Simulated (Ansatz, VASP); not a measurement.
## Ti in VASP and in Ansatz

```xyz
1
Lattice="-1.6410 1.6410 1.6410 1.6410 -1.6410 1.6410 1.6410 1.6410 -1.6410" Properties=species:S:1:pos:R:3 pbc="T T T"
Ti    0.0000    0.0000    0.0000
```

Alike in both runs: task relaxation of cell and atoms; functional BLYP; dispersion D4; k mesh 11 × 11 × 11; occupations fermi-dirac, width 0.05 eV; no spin polarisation.

```csv
,VASP,Ansatz
version,VASP 6.6.1,Ansatz 0.2.0
potentials or method,"VASP PAW PBE potentials, release 64 (Ti_sv), cutoff 600 eV","all-electron LAPW, scalar-relativistic"
```

VASP gave:

```
relaxed volume (Å³/atom)                                     : 17.02
relaxed cell length with the largest relative difference (Å) : 2.806
```

Which values does Ansatz return?

Relaxed volume (Å³/atom): 17.03; relaxed cell length with the largest relative difference (Å): 2.807.

VASP's potentials were made for PBE, not for BLYP. Ansatz ran all-electron here, and VASP with PAW potentials.
